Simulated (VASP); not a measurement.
A run of VASP 6.6.1 is set up as follows.

INCAR

```
ALGO = Normal
EDIFF = 1E-6
ENCUT = 520
GGA = CA
ISIF = 2
ISMEAR = -1
LASPH = True
LCHARG = False
LREAL = False
LWAVE = False
NBANDS = 30
NELM = 80
PREC = Accurate
SIGMA = 0.05
```

KPOINTS

```
k-points
0
Gamma
  12 12 4
```

File POSCAR:

```
Cu
1.0
    2.5475245418      0.0000000000      0.0000000000
   -1.2737622710      2.2062209700      0.0000000000
    0.0000000000      0.0000000000      8.3165306817
Cu
4
Direct
    0.6666666667      0.3333333333      0.7500000000
    0.0000000000      0.0000000000      0.5000000000
    0.3333333333      0.6666666667      0.2500000000
    0.0000000000      0.0000000000      0.0000000000
```

Potentials or basis: VASP PAW LDA potentials, release 64 (Cu).

Launch:

```bash
$ cat potpaw_LDA.64/Cu/POTCAR > POTCAR
$ mpirun -np 1 vasp_std > vasp.out
```

**Question.** Predict the pressure.

**Answer.** -10.0 GPa.

**Question.** What does it give for the band gap on the k mesh?

**Answer.** Zero (bands 22 and 23 overlap by 5.23 eV).

Stress tensor (GPa, compression positive):
```
 -9.77   0.00   0.00
  0.00  -9.77   0.00
  0.00   0.00 -10.34
```

Caveat: the cell stands under tension.
